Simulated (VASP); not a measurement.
Set up this calculation in VASP 6.6.1, as the native input.

```
Task                   : single point
Functional             : PBE
Potentials or basis    : VASP PAW PBE potentials, release 64 (Zr_sv, Mn_pv, N)
Cutoff                 : 520 eV
k mesh                 : 2 × 2 × 4
Occupations            : gaussian, width 0.15 eV
Spin                   : collinear spin, ferromagnetic start
Starting moments       : [0.0, 0.0, 4.0, 4.0, 4.0, 4.0, 0.0, 0.0, 0.0, 0.0] μB
Dipole correction      : no
Further INCAR settings : ALGO = Normal; EDIFF = 1e-07; NBANDS = 63
```

The structure of ZrMn2N2 lies in POSCAR:

```
ZrMn2N2
1.0
    6.0770874306      0.0000000000      0.0000000000
    0.0000000000      6.0770874306      0.0000000000
    0.0000000000      0.0000000000      3.1460351927
Zr Mn N
2 4 4
Direct
    0.5000000000      0.5000000000      0.0000000000
    0.0000000000      0.0000000000      0.0000000000
    0.6499431478      0.1499431478      0.5000000000
    0.3500568522      0.8500568522      0.5000000000
    0.1499431478      0.3500568522      0.5000000000
    0.8500568522      0.6499431478      0.5000000000
    0.1736571842      0.6736571842      0.0000000000
    0.8263428158      0.3263428158      0.0000000000
    0.6736571842      0.8263428158      0.0000000000
    0.3263428158      0.1736571842      0.0000000000
```

The cell was generated, and may not be a known phase.

One way to write it, as run:

INCAR

```
  PREC = Accurate
  ENCUT = 520
  EDIFF = 1E-7
  ISMEAR = 0
  SIGMA = 0.15
  LREAL = False
  LASPH = True
  NELM = 150
  ALGO = Normal
  ISIF = 2
  LWAVE = False
  LCHARG = True
  ISPIN = 2
  MAGMOM = 0 0 4 4 4 4 0 0 0 0
  LORBIT = 11
  LMAXMIX = 4
  GGA = PE
  LELF = True
  LVHAR = True
  NBANDS = 63
```

KPOINTS

```
Automatic mesh
0
Gamma
  2 2 4
```

Potentials or basis: VASP PAW PBE potentials, release 64 (Zr_sv, Mn_pv, N).

Launch:

```bash
$ cat potpaw_PBE.64/Zr_sv/POTCAR potpaw_PBE.64/Mn_pv/POTCAR potpaw_PBE.64/N/POTCAR > POTCAR
$ mpirun -np 1 vasp_std > vasp.out
```

Results of the run:

```json
{
  "Pressure": "0.0 GPa",
  "Largest force": "0.048 eV/Å",
  "Net moment": "13.53 μB per cell",
  "Site moments": "Zr -0.21; Mn +3.34; N +0.06 μB",
  "Valence electrons inside the program's atomic spheres": "Zr 10.02; Mn 11.56; N 3.61"
}
```

Caveat: the k points lie up to 0.52 Å⁻¹ apart; the run started ferromagnetic, and an antiferromagnetic order may lie lower in energy.

Run time: 4.2 min on 1 thread of AMD EPYC 7R43 64-Core Processor (Zen 3), on a shared host, peak memory 0.28 GiB.
